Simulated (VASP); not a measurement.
# Pt8CO in VASP: further runs

Pt8CO is run at these levels: RPBE; tasks: single point.

Program: VASP 6.6.1. These are calculated values, not measurements. Logs are shortened: lines on timing, memory, paths and dates and some standing lists are left out, and cuts for length are marked.

## Step 1: The cell of the first run

The cell holds a slab with vacuum, 10 atoms: a = 5.647 Å, b = 2.823 Å, c = 27.066 Å, α = 90.00°, β = 90.00°, γ = 120.00°.

## Step 2: Single point, RPBE

Contents of INCAR:

```
PREC     = Accurate       # precision mode
ENCUT    = 520            # plane-wave cutoff, eV
EDIFF    = 1E-6           # SCF threshold, eV
ISMEAR   = 0              # smearing method
SIGMA    = 0.1            # smearing width, eV
LREAL    = F              # projectors in reciprocal space
LASPH    = T              # aspherical terms in the spheres
NELM     = 80             # most SCF steps
ALGO     = Normal         # electronic algorithm
ISIF     = 2              # what is computed and relaxed
LWAVE    = F              # write WAVECAR
LCHARG   = F              # write CHGCAR
LDIPOL   = T            
IDIPOL   = 3            
DIPOL    = 0.5 0.5 0.484
GGA      = RP             # functional
NBANDS   = 56             # bands
```

Contents of KPOINTS:

```
Automatic mesh
0
Gamma
  6 12 1
```

Contents of POSCAR:

```
Pt8CO
1.0
    5.6467621712      0.0000000000      0.0000000000
   -1.4116905428      2.4451197447      0.0000000000
    0.0000000000      0.0000000000     27.0658430092
Pt C O
8 1 1
Direct
    0.3333333333      0.3333333333      0.3140489656
    0.8333333333      0.3333333333      0.3140489656
    0.6666666667      0.6666666667      0.3992220379
    0.1666666667      0.6666666667      0.3992220379
    0.0121092930      0.0121092930      0.4834968314
    0.5102641157      0.0102641157      0.4860638284
    0.3630142616      0.3630142616      0.5764321641
    0.8565888274      0.3565888274      0.5707111311
    0.1588188195      0.6588188195      0.6244851812
    0.1507166354      0.6507166354      0.6681928522
```

Potentials or basis: VASP PAW PBE potentials, release 64 (Pt, C, O).

Run with:

```sh
$ cat potpaw_PBE.64/Pt/POTCAR potpaw_PBE.64/C/POTCAR potpaw_PBE.64/O/POTCAR > POTCAR
$ mpirun -np 1 vasp_std > vasp.out
```

OUTCAR:

```text
PREC = Accurate
   ENCUT = 520
   EDIFF = 1E-6
   ISMEAR = 0
   LREAL = F
   LASPH = T
   NELM = 80
   ISIF = 2
   GGA = RP

 ion  position               nearest neighbor table
   1  0.333  0.333  0.314-   2 2.82   2 2.82   2 2.82   2 2.82   4 2.82   4 2.82   3 2.82
   2  0.833  0.333  0.314-   1 2.82   1 2.82   1 2.82   1 2.82   3 2.82   3 2.82   4 2.82
   3  0.667  0.667  0.399-   4 2.82   4 2.82   4 2.82   4 2.82   2 2.82   2 2.82   1 2.82   5 2.84
                             6 2.85   6 2.85
   4  0.167  0.667  0.399-   5 2.79   5 2.79   3 2.82   3 2.82   3 2.82   3 2.82   1 2.82   1 2.82
                             2 2.82   6 2.89
   5  0.012  0.012  0.483-   4 2.79   4 2.79   6 2.82   6 2.82   6 2.83   6 2.83   3 2.84   8 2.85
                             8 2.85   7 3.04
   6  0.510  0.010  0.486-   5 2.82   5 2.82   5 2.83   5 2.83   3 2.85   3 2.85   8 2.85   4 2.89
                             7 2.91   7 2.91
   7  0.363  0.363  0.576-   9 2.16   9 2.16   8 2.80   8 2.80   8 2.85   8 2.85   6 2.91   6 2.91
                             5 3.04
   8  0.857  0.357  0.571-   9 2.07   7 2.80   7 2.80   6 2.85   5 2.85   5 2.85   7 2.85   7 2.85

   9  0.159  0.659  0.624-  10 1.18   8 2.07   7 2.16   7 2.16
  10  0.151  0.651  0.668-   9 1.18

  Warning from LATTYP: Monoclinic adjustment (A1->A3, A2->A1, A3->A2)!
  LATTYP: Found a simple orthorhombic cell.
 ALAT       =     2.8233810856
 B/A-ratio  =     1.7320508076
 C/A-ratio  =     9.5863229896

  Lattice vectors:

 A1 = (   1.4116905428,  -2.4451197447,   0.0000000000)
 A2 = (   4.2350716284,   2.4451197447,   0.0000000000)
 A3 = (   0.0000000000,   0.0000000000,  27.0658430092)

Analysis of symmetry for initial positions (statically):
=====================================================================
 Subroutine PRICEL returns:
 Original cell was already a primitive cell.

 Routine SETGRP: Setting up the symmetry group for a
 simple orthorhombic supercell.

 Subroutine GETGRP returns: Found  2 space group operations
 (whereof  2 operations were pure point group operations)
 out of a pool of  8 trial point group operations.

The static configuration has the point symmetry C_1h.

Analysis of symmetry for dynamics (positions and initial velocities):
=====================================================================
 Subroutine PRICEL returns:
 Original cell was already a primitive cell.

 Routine SETGRP: Setting up the symmetry group for a
 simple orthorhombic supercell.

 Subroutine GETGRP returns: Found  2 space group operations
 (whereof  2 operations were pure point group operations)
 out of a pool of  8 trial point group operations.

The dynamic configuration has the point symmetry C_1h.

 Subroutine INISYM returns: Found  2 space group operations
 (whereof  2 operations are pure point group operations),
 and found     1 'primitive' translations

----------------------------------------------------------------------------------------

                                     Primitive cell

  volume of cell :     373.6984

  direct lattice vectors                    reciprocal lattice vectors
     5.646762171  0.000000000  0.000000000     0.177092636  0.102244481  0.000000000
    -1.411690543  2.445119745  0.000000000     0.000000000  0.408977925  0.000000000
     0.000000000  0.000000000 27.065843009     0.000000000  0.000000000  0.036946937

  length of vectors
     5.646762171  2.823381086 27.065843009     0.204488963  0.408977925  0.036946937

  position of ions in fractional coordinates (direct lattice)
     0.333333333  0.333333333  0.314048966
     0.833333333  0.333333333  0.314048966
     0.666666667  0.666666667  0.399222038
     0.166666667  0.666666667  0.399222038
     0.012109293  0.012109293  0.483496831
     0.510264116  0.010264116  0.486063828
     0.363014262  0.363014262  0.576432164
     0.856588827  0.356588827  0.570711131
     0.158818819  0.658818819  0.624485181
     0.150716635  0.650716635  0.668192852

  ion indices of the primitive-cell ions
   primitive index   ion index
                 1           1
                 2           2
                 3           3
                 4           4
                 5           5
                 6           6
                 7           7
                 8           8
                 9           9
                10          10

----------------------------------------------------------------------------------------

 KPOINTS: Automatic mesh

Automatic generation of k-mesh.
 Grid dimensions read from file:
 generate k-points for:    6   12    1

 Generating k-lattice:

  Cartesian coordinates                     Fractional coordinates (reciprocal lattice)
     0.029515439  0.017040747  0.000000000     0.166666667  0.000000000  0.000000000
     0.000000000  0.034081494  0.000000000     0.000000000  0.083333333  0.000000000
     0.000000000  0.000000000  0.036946937     0.000000000  0.000000000  1.000000000

  Length of vectors
     0.034081494  0.034081494  0.036946937

  Shift w.r.t. Gamma in fractional coordinates (k-lattice)
     0.000000000  0.000000000  0.000000000

 Subroutine IBZKPT returns following result:
 ===========================================

 Found     25 irreducible k-points:

 Following reciprocal coordinates:
            Coordinates               Weight
  0.000000  0.000000  0.000000      1.000000
  0.166667 -0.000000  0.000000      2.000000
  0.333333 -0.000000  0.000000      2.000000
  0.500000 -0.000000  0.000000      1.000000
  0.000000  0.083333  0.000000      4.000000
  0.166667  0.083333  0.000000      4.000000
[... 16 lines left out ...]
  0.166667  0.500000  0.000000      2.000000
  0.333333  0.500000  0.000000      2.000000
   k-points           NKPTS =     25   k-points in BZ     NKDIM =     25   number of bands    NBANDS=     56
   number of dos      NEDOS =    301   number of ions     NIONS =     10
   total plane-waves  NPLWV = 211680
   dimension x,y,z NGX =    42 NGY =   24 NGZ =  210
   dimension x,y,z NGXF=    84 NGYF=   48 NGZF=  420
   ions per type =               8   1   1
   NGX,Y,Z   is equivalent  to a cutoff of  12.37, 14.13, 12.90 a.u.
   NGXF,Y,Z  is equivalent  to a cutoff of  24.73, 28.26, 25.80 a.u.
 SYSTEM =  unknown system
   PREC   = accura    normal or accurate (medium, high low for compatibility)
   ISTART =      0    job   : 0-new  1-cont  2-samecut
   ICHARG =      2    charge: 1-file 2-atom 10-const
   ISPIN  =      1    spin polarized calculation?
   LNONCOLLINEAR =      F non collinear calculations
   LSORBIT =      F    spin-orbit coupling
   LASPH  =      T    aspherical Exc in radial PAW
   ENCUT  =  520.0 eV  38.22 Ry    6.18 a.u.  10.50  5.25 50.32*2*pi/ulx,y,z
   NELM   =     80;   NELMIN=  2; NELMDL= -5     # of ELM steps
   EDIFF  = 0.1E-05   stopping-criterion for ELM
   LREAL  =      F    real-space projection
   EDIFFG = 0.1E-04   stopping-criterion for IOM
   NSW    =      0    number of steps for IOM
   IBRION =     -1    ionic relax: 0-MD 1-quasi-New 2-CG
   NFREE  =      0    steps in history (QN), initial steepest desc. (CG)
   ISIF   =      2    stress and relaxation
   ISYM   =      2    0-nonsym 1-usesym 2-fastsym
   POTIM  = 0.5000    time-step for ionic-motion
   TEBEG  =    0.0;   TEEND  =   0.0 temperature during run
   PSTRESS=    0.0 pullay stress
   NELECT =      90.0000    total number of electrons
   NUPDOWN=      -1.0000    fix difference up-down
   EMIN   =  10.00;   EMAX   =-10.00  energy-range for DOS
   EFERMI =   0.00;   METHOD = LEGACY
   ISMEAR =     0;   SIGMA  =   0.10  broadening in eV -4-tet -1-fermi 0-gaus
   EFERMI_NEDOS =   21; number of points for ismear=-14 and -15
   IALGO  =     38    algorithm
   IMIX   =      4    mixing-type and parameters
     AMIX     =   0.40;   BMIX     =  1.00
     AMIX_MAG =   1.60;   BMIX_MAG =  1.00
  volume/ion in A,a.u.               =      37.37       252.18
  Fermi-wavevector in a.u.,A,eV,Ry     =   1.018549  1.924779 14.115257  1.037442
  Thomas-Fermi vector in A             =   2.152013
   LORBIT       =      0    0 simple, 1 ext, 2 COOP (PROOUT), +10 PAW based schemes
   GGA     = RP    functional components
   LHFCALC =     F    Hartree Fock is set to
   AEXX    =    0.0000 exact exchange contribution
   IVDW    =     0    specifies the selected vdW correction
   LEPSILON=     F    determine dielectric tensor
   LRPA    =     F    only Hartree local field effects (RPA)
 non-spin polarized calculation
 Gauss-broadening in eV      SIGMA  =   0.10
  energy-cutoff  :      520.00
  volume of cell :      373.70
 maximum number of plane-waves:     10160
 NGX is ok and might be reduce to    42
   NGX = 21   NGY = 11   NGZ =101

 dipolmoment           0.000000      0.000000     -0.001031 electrons x Angstroem

 number of electron      89.9999993 magnetization

 dipolmoment           0.000000      0.000000      0.098079 electrons x Angstroem

 Free energy of the ion-electron system (eV)
  ---------------------------------------------------
  ext. energy  EPLUGINS =         0.00000000
  ---------------------------------------------------
  free energy    TOTEN  =       -57.07133100 eV

  energy without entropy =      -56.99823142  energy(sigma->0) =      -57.03478121

 E-fermi :  -0.1291     XC(G=0):  -5.5965

 val. band max:       -0.1348005131   @ k =   0.0000   0.2500   0.0000
 cond. band min:      -0.1275625133   @ k =   0.1667  -0.0000   0.0000
 fundamental gap:      0.0072379998
 Fermi energy:        -0.1290774628

 k-point     1 :       0.0000    0.0000    0.0000
  band No.  band energies     occupation
      1     -22.7101      2.00000
      2     -11.2582      2.00000
      3      -8.9750      2.00000
      4      -7.6417      2.00000
      5      -7.1407      2.00000
      6      -6.8903      2.00000
[... 1405 lines left out ...]
     55       5.8283      0.00000
     56       5.9097      0.00000

 [... further k-points ...]

------------------------ aborting loop because EDIFF is reached ----------------------------------------

 vacuum level on the upper side and lower side of the slab       (xc-potential included)         0.624        -0.637

  FORCE on cell =-STRESS in cart. coord.  units (eV):
  Direction    XX          YY          ZZ          XY          YZ          ZX
  --------------------------------------------------------------------------------------
  -------------------------------------------------------------------------------------
  Total       -6.1652184     -5.1810783      0.9855922     -0.8522904      0.0204191      0.0353653
  in kB      -26.4324769    -22.2131193      4.2255830     -3.6540709      0.0875437      0.1516234
  external PRESSURE =     -14.8066711 kB  Pullay stress =       0.0000000 kB

 VOLUME and BASIS-vectors are now :
 -----------------------------------------------------------------------------
  energy-cutoff  :      520.00
  volume of cell :      373.70
      direct lattice vectors                 reciprocal lattice vectors
     5.646762171  0.000000000  0.000000000     0.177092636  0.102244481  0.000000000
    -1.411690543  2.445119745  0.000000000     0.000000000  0.408977925  0.000000000
     0.000000000  0.000000000 27.065843009     0.000000000  0.000000000  0.036946937

 POSITION                                       TOTAL-FORCE (eV/Angst)
 -----------------------------------------------------------------------------------
      1.41169      0.81504      8.50000        -0.028207     -0.016286     -0.041753
      4.23507      0.81504      8.50000        -0.030382     -0.017541     -0.156135
      2.82338      1.63008     10.80528        -0.022955     -0.013253      0.147111
      0.00000      1.63008     10.80528         0.080838      0.046672      0.084524
      0.05128      0.02961     13.08625         0.003009      0.001737     -0.013673
      2.86685      0.02510     13.15573         0.021365      0.012335      0.011155
      1.53739      0.88761     15.60162         0.013917      0.008035     -0.054911
      4.33356      0.87190     15.44678        -0.033663     -0.019435     -0.024613
     -0.03324      1.61089     16.90222         0.031621      0.018256     -0.610327
     -0.06755      1.59108     18.08520        -0.035542     -0.020520      0.658623
 -----------------------------------------------------------------------------------
    total drift:                                0.000205      0.000127      0.000914

  FREE ENERGIE OF THE ION-ELECTRON SYSTEM (eV)
  ---------------------------------------------------
  free  energy   TOTEN  =       -57.0713309974 eV

  energy  without entropy=      -56.9982314198  energy(sigma->0) =      -57.03478121

 vacuum level on the upper side and lower side of the slab         6.696         5.410
```

Wall time 67 min (1 thread of Intel Xeon 8259CL, shared host); peak memory 0.78 GiB.

Results:

```yaml
Free_energy: -57.0713 eV
Largest_force: 0.660 eV/Å
Band_gap_on_the_k_mesh: zero (bands 45 and 46 overlap by 1.77 eV)
```

Forces on the atoms (eV/Å):
```
Pt  -0.028 -0.016 -0.042
Pt  -0.030 -0.018 -0.156
Pt  -0.023 -0.013  0.147
Pt   0.081  0.047  0.085
Pt   0.003  0.002 -0.014
Pt   0.021  0.012  0.011
Pt   0.014  0.008 -0.055
Pt  -0.034 -0.019 -0.025
C    0.032  0.018 -0.610
O   -0.036 -0.021  0.659
```

Caveat: the PAW data sets were made with another functional, which shifts forces and pressure a little; spin-orbit coupling is left out, which moves the levels of the heavy elements.

## Step 3: Single point, RPBE

Contents of INCAR:

```
SYSTEM = Pt8CO
ALGO = Normal ; DIPOL = 0.5 0.5 0.485
EDIFF = 1E-7 ; ENCUT = 520
GGA = RP ; IDIPOL = 3
ISIF = 2 ; ISMEAR = 0
LASPH = .TRUE. ; LCHARG = .TRUE.
LDIPOL = .TRUE. ; LELF = .TRUE.
LREAL = .FALSE. ; LVACPOTAV = .TRUE.
LVHAR = .TRUE. ; LWAVE = .FALSE.
NBANDS = 56 ; NELM = 100
PREC = Accurate ; SIGMA = 0.1
```

Contents of KPOINTS:

```
k-points
0
G
  6 12 1
  0 0 0
```

Contents of POSCAR:

```
Pt8CO
1.0
    5.6467621712      0.0000000000      0.0000000000
   -1.4116905428      2.4451197447      0.0000000000
    0.0000000000      0.0000000000     27.0658430092
Pt C O
8 1 1
Direct
    0.3333333333      0.3333333333      0.3140489656
    0.8333333333      0.3333333333      0.3140489656
    0.6666666667      0.6666666667      0.3992220379
    0.1666666667      0.6666666667      0.3992220379
    0.0017755206      0.0017755206      0.4826813078
    0.4891159648     -0.0108840352      0.4859610823
    0.3416093285      0.3416093285      0.5807637089
    0.8379795678      0.3379795678      0.5642576215
    0.3186168074      0.8186168074      0.6345021018
    0.3049354505      0.8049354505      0.6777602190
```

Potentials or basis: VASP PAW PBE potentials, release 64 (Pt, C, O).

Run with:

```sh
$ cat potpaw_PBE.64/Pt/POTCAR potpaw_PBE.64/C/POTCAR potpaw_PBE.64/O/POTCAR > POTCAR
$ mpirun -np 1 vasp_std > vasp.out
```

Wall time 57 min (1 thread of Intel Xeon 8259CL, shared host); peak memory 0.78 GiB.

Results (log left out):

| Quantity | Value |
| --- | --- |
| Free energy | -57.0480 eV |
| Largest force | 0.720 eV/Å |
| Band gap on the k mesh | zero (bands 45 and 46 overlap by 1.18 eV) |

Forces on the atoms (eV/Å):
```
Pt  -0.033 -0.019 -0.094
Pt   0.043  0.025 -0.164
Pt  -0.085 -0.049  0.072
Pt   0.072  0.042  0.221
Pt   0.001  0.001 -0.003
Pt   0.002  0.001  0.003
Pt   0.004  0.002 -0.046
Pt  -0.003 -0.002 -0.020
C    0.034  0.020 -0.688
O   -0.035 -0.020  0.719
```

Levels at points of the mesh, in eV from the Fermi level:
| k point | band 42 | band 43 | band 44 | band 45 | band 46 | band 47 | band 48 | band 49 | band 50 | band 51 |
| --- | --- | --- | --- | --- | --- | --- | --- | --- | --- | --- |
| (0.00, 0.00, 0.00) | -0.20 | -0.17 | -0.11 | 0.03 | 0.11 | 0.28 | 0.28 | 0.53 | 0.55 | 1.78 |
| (0.50, 0.00, 0.00) | -1.20 | -1.15 | -0.96 | -0.77 | -0.46 | -0.41 | -0.08 | 0.12 | 0.17 | 0.92 |
| (0.00, 0.50, 0.00) | 0.26 | 0.35 | 0.52 | 0.53 | 0.67 | 1.39 | 1.44 | 2.34 | 2.53 | 2.66 |
| (0.50, 0.50, 0.00) | -0.06 | 0.23 | 0.30 | 0.67 | 0.70 | 1.90 | 1.98 | 2.59 | 2.87 | 3.42 |

Caveat: the PAW data sets were made with another functional, which shifts forces and pressure a little; spin-orbit coupling is left out, which moves the levels of the heavy elements.
